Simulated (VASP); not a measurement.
Runs of VASP 6.6.1 on SrO. The structure is that of space group I4/mmm (No. 139), or close to it. The cells are those of the table. 

| cell | gap on the mesh (eV) | pressure (GPa) |
| --- | --- | --- |
| a = 3.726, b = 3.726, c = 3.816 Å, angles 59.2, 59.2, 61.6°, 2 atoms | 3.10 | -4.0 |
| a = 3.639, b = 3.639, c = 3.816 Å, angles 58.4, 58.4, 63.2°, 2 atoms | 2.79 | (a) |
| a = 3.682, b = 3.682, c = 3.543 Å, angles 61.2, 61.2, 57.5°, 2 atoms | 3.12 | 4.8 |
| a = 3.635, b = 3.635, c = 3.725 Å, angles 59.2, 59.2, 61.6°, 2 atoms | (c) | 1.7 |
| a = 3.591, b = 3.591, c = 3.725 Å, angles 58.8, 58.8, 62.5°, 2 atoms | 2.86 | 5.0 |
| a = 3.639, b = 3.639, c = 3.453 Å, angles 61.7, 61.7, 56.6°, 2 atoms | 3.00 | (b) |
| a = 3.545, b = 3.545, c = 3.634 Å, angles 59.2, 59.2, 61.7°, 2 atoms | 2.93 | 9.9 |
| a = 3.682, b = 3.682, c = 3.816 Å, angles 58.8, 58.8, 62.4°, 2 atoms | 2.96 | -1.7 |
| a = 3.591, b = 3.591, c = 3.453 Å, angles 61.3, 61.3, 57.5°, 2 atoms | 2.99 | 14.3 |

Alike in all rows: task single point; level PBE; potentials or basis VASP PAW PBE potentials, release 64 (Sr_sv, O); no spin polarisation; k mesh 8 × 8 × 8; cutoff (eV) 520; smearing gaussian 0.05 eV.

Task: Estimate the missing entries.

Result: (a) 1.3; (b) 12.0; (c) 3.03.

A k mesh can miss the band edges, and the runs leave out spin-orbit coupling on Sr.
